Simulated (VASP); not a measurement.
# Rh (I4/mmm) in VASP: notebook

Rh is run at these levels: PBEsol; tasks: single point.

Program: VASP 6.6.1. These are calculated values, not measurements. Logs are shortened: lines on timing, memory, paths and dates and some standing lists are left out, and cuts for length are marked.

### Step 1. The cell of the first run

It takes space group I4/mmm (No. 139, tetragonal). The conventional cell has a = 2.606 Å, b = 2.606 Å, c = 3.780 Å, α = 90.00°, β = 90.00°, γ = 90.00°. Rh (site symmetry 4/mmm) has 12 Rh at 2.61 to 2.64 Å within 3.4 Å.

### Step 2. Single point, PBEsol (strain -0.025 along x and y, +0.000 along z)

Contents of INCAR:

```
ALGO = Fast
EDIFF = 1E-6
ENCUT = 520
GGA = PS
ISIF = 2
ISMEAR = 0
LASPH = T
LCHARG = F
LREAL = F
LWAVE = F
NBANDS = 14
NELM = 100
PREC = Accurate
SIGMA = 0.15
```

Contents of KPOINTS:

```
k-points
0
Gamma
  28 28 28
```

Contents of POSCAR:

```
Rh
1.0
    0.0000000000      1.8427466652      1.8899965797
    1.8427466652      0.0000000000      1.8899965797
    1.8427466652      1.8427466652      0.0000000000
Rh
1
Direct
    0.0000000000      0.0000000000      0.0000000000
```

Potentials or basis: VASP PAW PBE potentials, release 64 (Rh_pv).

Started as:

```console
$ cat potpaw_PBE.64/Rh_pv/POTCAR > POTCAR
$ mpirun -np 1 vasp_std > vasp.out
```

OUTCAR:

```text
EDIFF = 1E-6
   ENCUT = 520
   GGA = PS
   ISIF = 2
   ISMEAR = 0
   LASPH = T
   LREAL = F
   NELM = 100
   PREC = Accurate

 ion  position               nearest neighbor table
   1  0.000  0.000  0.000-

  LATTYP: Found a body centered tetragonal cell.
 ALAT       =     2.6060373259
 C/A-ratio  =     1.4504754486

  Lattice vectors:

 A1 = (  -1.8427466652,   0.0000000000,   1.8899965797)
 A2 = (   1.8427466652,   0.0000000000,   1.8899965797)
 A3 = (   0.0000000000,   1.8427466652,  -1.8899965797)

Analysis of symmetry for initial positions (statically):
=====================================================================
 Subroutine PRICEL returns:
 Original cell was already a primitive cell.

 Routine SETGRP: Setting up the symmetry group for a
 body centered tetragonal supercell.

 Subroutine GETGRP returns: Found 16 space group operations
 (whereof 16 operations were pure point group operations)
 out of a pool of 16 trial point group operations.

The static configuration has the point symmetry D_4h.

Analysis of symmetry for dynamics (positions and initial velocities):
=====================================================================
 Subroutine PRICEL returns:
 Original cell was already a primitive cell.

 Routine SETGRP: Setting up the symmetry group for a
 body centered tetragonal supercell.

 Subroutine GETGRP returns: Found 16 space group operations
 (whereof 16 operations were pure point group operations)
 out of a pool of 16 trial point group operations.

The dynamic configuration has the point symmetry D_4h.

 Subroutine INISYM returns: Found 16 space group operations
 (whereof 16 operations are pure point group operations),
 and found     1 'primitive' translations

----------------------------------------------------------------------------------------

                                     Primitive cell

  volume of cell :      12.8358

  direct lattice vectors                    reciprocal lattice vectors
     0.000000000  1.842746665  1.889996580    -0.271334096  0.271334096  0.264550743
     1.842746665  0.000000000  1.889996580     0.271334096 -0.271334096  0.264550743
     1.842746665  1.842746665  0.000000000     0.271334096  0.271334096 -0.264550743

  length of vectors
     2.639659513  2.639659513  2.606037326     0.466080979  0.466080979  0.466080979

  position of ions in fractional coordinates (direct lattice)
     0.000000000  0.000000000  0.000000000

  ion indices of the primitive-cell ions
   primitive index   ion index
                 1           1

----------------------------------------------------------------------------------------

 KPOINTS: k-points

Automatic generation of k-mesh.
 Grid dimensions read from file:
 generate k-points for:   28   28   28

 Generating k-lattice:

  Cartesian coordinates                     Fractional coordinates (reciprocal lattice)
    -0.009690503  0.009690503  0.009448241     0.035714286  0.000000000  0.000000000
     0.009690503 -0.009690503  0.009448241     0.000000000  0.035714286  0.000000000
     0.009690503  0.009690503 -0.009448241     0.000000000  0.000000000  0.035714286

  Length of vectors
     0.016645749  0.016645749  0.016645749

  Shift w.r.t. Gamma in fractional coordinates (k-lattice)
     0.000000000  0.000000000  0.000000000

 Subroutine IBZKPT returns following result:
 ===========================================

 Found   1639 irreducible k-points:

 Following reciprocal coordinates:
            Coordinates               Weight
  0.000000  0.000000  0.000000      1.000000
  0.035714 -0.000000  0.000000      8.000000
  0.071429 -0.000000  0.000000      8.000000
  0.107143  0.000000  0.000000      8.000000
  0.142857  0.000000  0.000000      8.000000
  0.178571  0.000000  0.000000      8.000000
[... 16 lines left out ...]
  0.285714  0.035714  0.000000      8.000000
  0.321429  0.035714  0.000000      8.000000
 [... further k-points ...]
   k-points           NKPTS =   1639   k-points in BZ     NKDIM =   1639   number of bands    NBANDS=     14
   number of dos      NEDOS =    301   number of ions     NIONS =      1
   total plane-waves  NPLWV =   8000
   dimension x,y,z NGX =    20 NGY =   20 NGZ =   20
   dimension x,y,z NGXF=    40 NGYF=   40 NGZF=   40
   ions per type =               1
   NGX,Y,Z   is equivalent  to a cutoff of  12.60, 12.60, 12.76 a.u.
   NGXF,Y,Z  is equivalent  to a cutoff of  25.19, 25.19, 25.52 a.u.
 SYSTEM =  unknown system
   PREC   = accura    normal or accurate (medium, high low for compatibility)
   ISTART =      0    job   : 0-new  1-cont  2-samecut
   ICHARG =      2    charge: 1-file 2-atom 10-const
   ISPIN  =      1    spin polarized calculation?
   LNONCOLLINEAR =      F non collinear calculations
   LSORBIT =      F    spin-orbit coupling
   LASPH  =      T    aspherical Exc in radial PAW
   ENCUT  =  520.0 eV  38.22 Ry    6.18 a.u.   4.91  4.91  4.85*2*pi/ulx,y,z
   NELM   =    100;   NELMIN=  2; NELMDL= -5     # of ELM steps
   EDIFF  = 0.1E-05   stopping-criterion for ELM
   LREAL  =      F    real-space projection
   EDIFFG = 0.1E-04   stopping-criterion for IOM
   NSW    =      0    number of steps for IOM
   IBRION =     -1    ionic relax: 0-MD 1-quasi-New 2-CG
   NFREE  =      0    steps in history (QN), initial steepest desc. (CG)
   ISIF   =      2    stress and relaxation
   ISYM   =      2    0-nonsym 1-usesym 2-fastsym
   POTIM  = 0.5000    time-step for ionic-motion
   TEBEG  =    0.0;   TEEND  =   0.0 temperature during run
   PSTRESS=    0.0 pullay stress
   NELECT =      15.0000    total number of electrons
   NUPDOWN=      -1.0000    fix difference up-down
   EMIN   =  10.00;   EMAX   =-10.00  energy-range for DOS
   EFERMI =   0.00;   METHOD = LEGACY
   ISMEAR =     0;   SIGMA  =   0.15  broadening in eV -4-tet -1-fermi 0-gaus
   EFERMI_NEDOS =   21; number of points for ismear=-14 and -15
   IALGO  =     68    algorithm
   IMIX   =      4    mixing-type and parameters
     AMIX     =   0.40;   BMIX     =  1.00
     AMIX_MAG =   1.60;   BMIX_MAG =  1.00
  volume/ion in A,a.u.               =      12.84        86.62
  Fermi-wavevector in a.u.,A,eV,Ry     =   1.724373  3.258592 40.456399  2.973461
  Thomas-Fermi vector in A             =   2.800074
   LORBIT       =      0    0 simple, 1 ext, 2 COOP (PROOUT), +10 PAW based schemes
   GGA     = PS    functional components
   LHFCALC =     F    Hartree Fock is set to
   AEXX    =    0.0000 exact exchange contribution
   IVDW    =     0    specifies the selected vdW correction
   LEPSILON=     F    determine dielectric tensor
   LRPA    =     F    only Hartree local field effects (RPA)
 non-spin polarized calculation
 RMM-DIIS sequential band-by-band and
 Gauss-broadening in eV      SIGMA  =   0.15
  energy-cutoff  :      520.00
  volume of cell :       12.84
 maximum number of plane-waves:       357
   NGX =  9   NGY =  9   NGZ =  9

 number of electron      14.9999996 magnetization

 Free energy of the ion-electron system (eV)
  ---------------------------------------------------
  ext. energy  EPLUGINS =         0.00000000
  ---------------------------------------------------
  free energy    TOTEN  =        -8.10574516 eV

  energy without entropy =       -8.09265036  energy(sigma->0) =       -8.09919776

 E-fermi :  13.0632     XC(G=0): -14.6653

 val. band max:       13.0600693224   @ k =   0.3214   0.1071   0.0714
 cond. band min:      13.0641196503   @ k =  -0.3571   0.3214   0.2500
 fundamental gap:      0.0040503279
 Fermi energy:        13.0631984830

 k-point     1 :       0.0000    0.0000    0.0000
  band No.  band energies     occupation
      1     -33.4008      2.00000
      2     -33.3833      2.00000
      3     -33.3833      2.00000
      4       4.4921      2.00000
      5       9.4207      2.00000
      6       9.7264      2.00000
      7       9.7264      2.00000
      8      11.7807      2.00000
      9      12.1584      2.00000
     10      28.9313      0.00000
     11      33.2345      0.00000
     12      34.2046      0.00000
     13      35.0608      0.00000
     14      35.0608      0.00000

 k-point     2 :       0.0357   -0.0000    0.0000
  band No.  band energies     occupation
      1     -33.4074      2.00000
      2     -33.3908      2.00000
      3     -33.3847      2.00000
      4       4.5477      2.00000
      5       9.4276      2.00000
      6       9.7154      2.00000
      7       9.7491      2.00000
      8      11.7689      2.00000
      9      12.1425      2.00000
     10      29.0181      0.00000
     11      33.2338      0.00000
     12      34.1339      0.00000
     13      34.8968      0.00000
     14      35.1467      0.00000

 k-point     3 :       0.0714   -0.0000    0.0000
  band No.  band energies     occupation
      1     -33.4386      2.00000
      2     -33.4009      2.00000
      3     -33.3888      2.00000
      4       4.7115      2.00000
      5       9.4257      2.00000
      6       9.7066      2.00000
      7       9.8142      2.00000
      8      11.7386      2.00000
      9      12.0989      2.00000
     10      29.2690      0.00000
     11      33.2291      0.00000
     12      33.6056      0.00000
     13      34.9011      0.00000
     14      35.4010      0.00000

 k-point     4 :       0.1071    0.0000    0.0000
  band No.  band energies     occupation
      1     -33.4953      2.00000
      2     -33.4106      2.00000
      3     -33.3954      2.00000
      4       4.9735      2.00000
      5       9.3725      2.00000
      6       9.7472      2.00000
      7       9.9118      2.00000
      8      11.7045      2.00000
      9      12.0406      2.00000
     10      29.6527      0.00000
     11      32.6788      0.00000
     12      33.2413      0.00000
     13      35.2462      0.00000
     14      35.8139      0.00000

 k-point     5 :       0.1429    0.0000    0.0000
  band No.  band energies     occupation
      1     -33.5711      2.00000
      2     -33.4224      2.00000
      3     -33.4042      2.00000
      4       5.3137      2.00000
      5       9.2868      2.00000
      6       9.8246      2.00000
      7      10.0238      2.00000
      8      11.6925      2.00000
      9      11.9901      2.00000
     10      30.1116      0.00000
     11      31.6650      0.00000
[... 276 lines left out ...]
 k-point    22 :       0.2500    0.0357    0.0000
  band No.  band energies     occupation
      1     -33.8288      2.00000
      2     -33.4587      2.00000
      3     -33.4460      2.00000
      4       6.3056      2.00000
      5       9.2846      2.00000
      6       9.9189      2.00000
      7      10.2214      2.00000
      8      11.8469      2.00000
      9      12.3360      2.00000
     10      28.9828      0.00000
     11      30.9483      0.00000
     12      33.2368      0.00000
     13      37.4621      0.00000
     14      38.0094      0.00000

 k-point    23 :       0.2857    0.0357    0.0000
  band No.  band energies     occupation
      1     -33.9317      2.00000
      2     -33.4755      2.00000
      3     -33.4583      2.00000
      4       6.4996      2.00000
      5       9.6242      2.00000
      6       9.8444      2.00000
      7      10.1800      2.00000
      8      12.1503      2.00000
      9      12.5410      2.00000
     10      27.9375      0.00000
     11      30.7337      0.00000
     12      33.2371      0.00000
     13      37.6641      0.00000
     14      38.5714      0.00000

 k-point    24 :       0.3214    0.0357    0.0000
  band No.  band energies     occupation
      1     -34.0304      2.00000
      2     -33.4920      2.00000
      3     -33.4696      2.00000
      4       6.5622      2.00000
      5       9.6905      2.00000
      6      10.1000      2.00000
      7      10.2260      2.00000
      8      12.5178      2.00000
      9      12.7925      1.98929
     10      26.8548      0.00000
     11      30.2800      0.00000
     12      33.2375      0.00000
     13      37.2827      0.00000
     14      38.1577      0.00000

 [... further k-points ...]
[... 5 lines left out ...]
  --------------------------------------------------------------------------------------
  -------------------------------------------------------------------------------------
  Total        1.5798219      1.5798219      0.9507866      0.0000000      0.0000000      0.0000000
  in kB      197.1952456    197.1952456    118.6783118      0.0000000      0.0000000      0.0000000
  external PRESSURE =     171.0229344 kB  Pullay stress =       0.0000000 kB

 VOLUME and BASIS-vectors are now :
 -----------------------------------------------------------------------------
  energy-cutoff  :      520.00
  volume of cell :       12.84
      direct lattice vectors                 reciprocal lattice vectors
     0.000000000  1.842746665  1.889996580    -0.271334096  0.271334096  0.264550743
     1.842746665  0.000000000  1.889996580     0.271334096 -0.271334096  0.264550743
     1.842746665  1.842746665  0.000000000     0.271334096  0.271334096 -0.264550743

 POSITION                                       TOTAL-FORCE (eV/Angst)
 -----------------------------------------------------------------------------------
      0.00000      0.00000      0.00000         0.000000      0.000000      0.000000
 -----------------------------------------------------------------------------------
    total drift:                                0.000000     -0.000000     -0.000000

  FREE ENERGIE OF THE ION-ELECTRON SYSTEM (eV)
  ---------------------------------------------------
  free  energy   TOTEN  =        -8.1057451587 eV

  energy  without entropy=       -8.0926503580  energy(sigma->0) =       -8.09919776
```

Wall time 3.7 min (1 thread of Intel Xeon Platinum 8488C (Sapphire Rapids), shared host); peak memory 0.36 GiB.

Results:

| Property | Result |
| --- | --- |
| Free energy | -8.1057 eV |
| Pressure | 17.1 GPa |
| Band gap on the k mesh | zero (an odd number of electrons rules out a gap without spin polarisation) |

Levels at points of the mesh, in eV from the Fermi level:
```tsv
k point	band 5	band 6	band 7	band 8	band 9	band 10
(0.00, 0.00, 0.00)	-3.64	-3.34	-3.34	-1.28	-0.90	15.87
(0.50, 0.00, 0.00)	-3.68	-3.37	0.58	0.59	0.73	9.34
(0.50, 0.50, 0.00)	-6.61	0.66	1.11	1.11	2.90	12.65
(0.50, 0.00, 0.50)	-6.63	0.62	0.99	1.27	3.47	13.32
```

Caveat: the cell differs from its parent crystal (strain -0.025 along x and y, +0.000 along z); the stress differs along the axes, from 12 to 20 GPa; the PAW data sets were made with another functional, which shifts forces and pressure a little.

### Step 3. Single point, PBEsol (strain +0.000 along x and y, -0.025 along z)

Contents of INCAR:

```
SYSTEM = Rh
  PREC = Accurate
  ENCUT = 520
  EDIFF = 1E-6
  ISMEAR = 0
  SIGMA = 0.15
  LREAL = .False.
  LASPH = .True.
  NELM = 80
  ALGO = Fast
  ISIF = 2
  LWAVE = .False.
  LCHARG = .False.
  GGA = PS
  NBANDS = 14
```

Contents of KPOINTS:

```
Automatic mesh
0
Gamma
  28 28 28
  0 0 0
```

Contents of POSCAR:

```
Rh
1.0
    0.0000000000      1.8899965797      1.8427466652
    1.8899965797      0.0000000000      1.8427466652
    1.8899965797      1.8899965797      0.0000000000
Rh
1
Direct
    0.0000000000      0.0000000000      0.0000000000
```

Potentials or basis: VASP PAW PBE potentials, release 64 (Rh_pv).

Started as:

```console
$ cat potpaw_PBE.64/Rh_pv/POTCAR > POTCAR
$ mpirun -np 1 vasp_std > vasp.out
```

It took 3.5 min on 1 thread of Intel Xeon Platinum 8488C (Sapphire Rapids), shared host; peak memory 0.37 GiB.

Results (log left out):

| Quantity | Value |
| --- | --- |
| Free energy | -8.1319 eV |
| Pressure | 8.1 GPa |
| Band gap on the k mesh | zero (an odd number of electrons rules out a gap without spin polarisation) |

Stress tensor (GPa, compression positive):
```
 5.77  0.00  0.00
 0.00  5.77  0.00
 0.00  0.00 12.73
```

Levels at points of the mesh, in eV from the Fermi level:
```
           k point  band 3  band 4  band 5  band 6  band 7  band 8  band 9  band 10  band 11  band 12
(0.00, 0.00, 0.00)  -46.40   -8.38   -3.40   -3.40   -3.12   -1.23   -0.88    15.90    20.24    21.31
(0.50, 0.00, 0.00)  -46.50   -6.54   -3.54   -3.23    0.55    0.61    0.71     9.06    15.40    20.25
(0.50, 0.50, 0.00)  -46.75   -6.78   -6.40    0.59    1.09    1.09    3.62    13.18    13.18    13.29
(0.50, 0.00, 0.50)  -46.69   -6.77   -6.37    0.61    0.94    1.19    3.05    12.55    13.49    13.81
```

Caveat: the cell differs from its parent crystal (strain +0.000 along x and y, -0.025 along z); the stress differs along the axes, from 6 to 13 GPa; the PAW data sets were made with another functional, which shifts forces and pressure a little.

### Step 4. Single point, PBEsol (strain -0.025 along x and y, +0.025 along z)

Contents of INCAR:

```
ALGO = Fast
EDIFF = 1E-7
ENCUT = 520
GGA = PS
ISIF = 2
ISMEAR = 0
LASPH = T
LCHARG = F
LREAL = F
LWAVE = F
NBANDS = 14
NELM = 100
PREC = Accurate
SIGMA = 0.15
```

Contents of KPOINTS:

```
k-points
0
Gamma
  28 28 28
```

Contents of POSCAR:

```
Rh
1.0
    0.0000000000      1.8427466652      1.9372464942
    1.8427466652      0.0000000000      1.9372464942
    1.8427466652      1.8427466652      0.0000000000
Rh
1
Direct
    0.0000000000      0.0000000000      0.0000000000
```

Started as:

```console
$ cat potpaw_PBE.64/Rh_pv/POTCAR > POTCAR
$ mpirun -np 1 vasp_std > vasp.out
```

It took 3.6 min on 1 thread of Intel Xeon Platinum 8488C (Sapphire Rapids), shared host; peak memory 0.36 GiB.

Results (log left out):

| Quantity | Value |
| --- | --- |
| Free energy | -8.1165 eV |
| Pressure | 8.7 GPa |
| Band gap on the k mesh | zero (an odd number of electrons rules out a gap without spin polarisation) |

Stress tensor (GPa, compression positive):
```
13.53  0.00  0.00
 0.00 13.53  0.00
 0.00  0.00 -1.10
```

Levels at points of the mesh, in eV from the Fermi level:
```
           k point  band 4  band 5  band 6  band 7  band 8  band 9  band 10  band 11
(0.00, 0.00, 0.00)   -8.38   -3.69   -3.10   -3.10   -1.43   -0.70    15.94    20.25
(0.50, 0.00, 0.00)   -6.54   -3.68   -3.09    0.49    0.62    0.77     9.08    15.37
(0.50, 0.50, 0.00)   -6.75   -6.36    0.66    1.04    1.04    2.53    11.86    14.13
(0.50, 0.00, 0.50)   -6.78   -6.38    0.57    0.82    1.36    3.62    12.91    13.29
```

Caveat: the cell differs from its parent crystal (strain -0.025 along x and y, +0.025 along z); the stress differs along the axes, from -1 to 14 GPa; the PAW data sets were made with another functional, which shifts forces and pressure a little.

(Continued in part 2 of 2.)
